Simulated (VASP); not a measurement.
Runs of VASP 6.6.1 on CaO. It takes space group F-43m (No. 216, cubic). The conventional cell has a = 5.213 Å, b = 5.213 Å, c = 5.213 Å, α = 90.00°, β = 90.00°, γ = 90.00°. Within 3.0 Å of Ca (site symmetry -43m) lie 4 O at 2.26 Å. Within 3.0 Å of O (site symmetry -43m) lie 4 Ca at 2.26 Å. 

| level | potentials or basis | k mesh | cutoff (eV) | smearing | grid for exact exchange (PRECFOCK) | share of exact exchange | screening parameter | gap on the mesh (eV) | pressure (GPa) |
| --- | --- | --- | --- | --- | --- | --- | --- | --- | --- |
| r2SCAN | VASP PAW PBE potentials, release 64 (Ca_sv, O) | 6 × 6 × 6 | 520 | methfessel-paxton 0.2 eV | - | - | - | 3.74 | 0.8 |
| r2SCAN | VASP PAW PBE potentials, release 64 (Ca_sv, O) | 6 × 6 × 6 | 660 | methfessel-paxton 0.2 eV | - | - | - | 3.74 | 0.7 |
| r2SCAN | VASP PAW PBE potentials, release 64 (Ca_sv, O) | 5 × 5 × 5 | 660 | gaussian 0.01 eV | - | - | - | 3.80 | 0.7 |
| PBE-based screened hybrid with 40 % exact exchange | VASP PAW PBE potentials, release 64 (Ca_sv, O) | 4 × 4 × 4 | 520 | gaussian 0.01 eV | Normal | 0.4 | 0.1 1/Å | 6.18 | (a) |
| HSE06 | VASP PAW PBE potentials, release 64 (Ca_sv, O) | 2 × 2 × 2 | 520 | gaussian 0.01 eV | Normal | 0.25 | 0.2079 1/Å | 4.81 | 0.0 |
| r2SCAN+D3(BJ) | VASP PAW PBE potentials, release 64 (Ca_sv, O) | 6 × 6 × 6 | 660 | gaussian 0.01 eV | - | - | - | 3.74 | (b) |
| LDA | VASP PAW LDA potentials, release 64 (Ca_sv, O) | 4 × 4 × 4 | 600 | gaussian 0.01 eV | - | - | - | 3.14 | -4.0 |
| r2SCAN | VASP PAW PBE potentials, release 64 (Ca_sv, O) | 6 × 6 × 6 | 660 | gaussian 0.05 eV | - | - | - | 3.74 | 0.8 |

Alike in all rows: task single point; no spin polarisation; cell as given.

**Question.** Estimate the missing entries.

**Answer.** (a) -0.3; (b) -0.2.

Caveats: some runs use coarse meshes; the structure was generated, so it needn't be the stable form of CaO; the PAW data sets were made with another functional, which shifts forces and pressure a little (at least some runs); an odd mesh through Γ misses points on the zone boundary, where band edges can lie (at least some runs).
